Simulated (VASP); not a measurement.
Here is a VASP 6.6.1 calculation.

Contents of INCAR:

```
SYSTEM = BPd4
  PREC = Accurate
  ENCUT = 630
  EDIFF = 1E-6
  ISMEAR = 0
  SIGMA = 0.1
  LREAL = .False.
  LASPH = .True.
  NELM = 120
  ALGO = Normal
  ISIF = 2
  LWAVE = .False.
  LCHARG = .True.
  GGA = PE
  LELF = .True.
  LVHAR = .True.
  NBANDS = 46
  GGA_COMPAT = .False.
```

The input KPOINTS:

```
Automatic mesh
0
Gamma
  6 6 4
  0 0 0
```

Contents of POSCAR:

```
BPd4
1.0
    3.9370124800      0.0000000000      0.0000000000
   -1.9685062400      3.4095528200      0.0000000000
    0.0000000000      0.0000000000      5.0121224200
B Pd
1 4
Direct
    0.6666666700      0.3333333300      0.8955861600
    0.5066695600      0.4933304400      0.5859656400
    0.5066695600      0.0133391300      0.5859656400
    0.9866608700      0.4933304400      0.5859656400
    0.0000000000      0.0000000000      0.1588107500
```

Potentials or basis: VASP PAW PBE potentials, release 64 (B, Pd_sv_GW).

The run is started by

```console
$ cat potpaw_PBE.64/B/POTCAR potpaw_PBE.64/Pd_sv_GW/POTCAR > POTCAR
$ mpirun -np 1 vasp_std > vasp.out
```

Problem. Estimate the largest force.

Solution. 22.539 eV/Å.

Problem. Estimate the band gap on the k mesh.

Solution. Zero (an odd number of electrons rules out a gap without spin polarisation).

Problem. Predict the pressure.

Solution. 186.8 GPa.

Forces in eV/Å, atoms in the order of the input:
```
B     0.000   0.000   7.845
Pd  -19.423  11.214  -2.237
Pd    0.000 -22.428  -2.237
Pd   19.423  11.214  -2.237
Pd    0.000   0.000  -1.134
```

Caveat: atoms lie so close that the PAW spheres overlap strongly, which falsifies energies and pressures; the stress differs along the axes, from 20 to 270 GPa; forces of over 1 eV/Å act on the atoms, so gaps and moduli don't describe the material at rest.
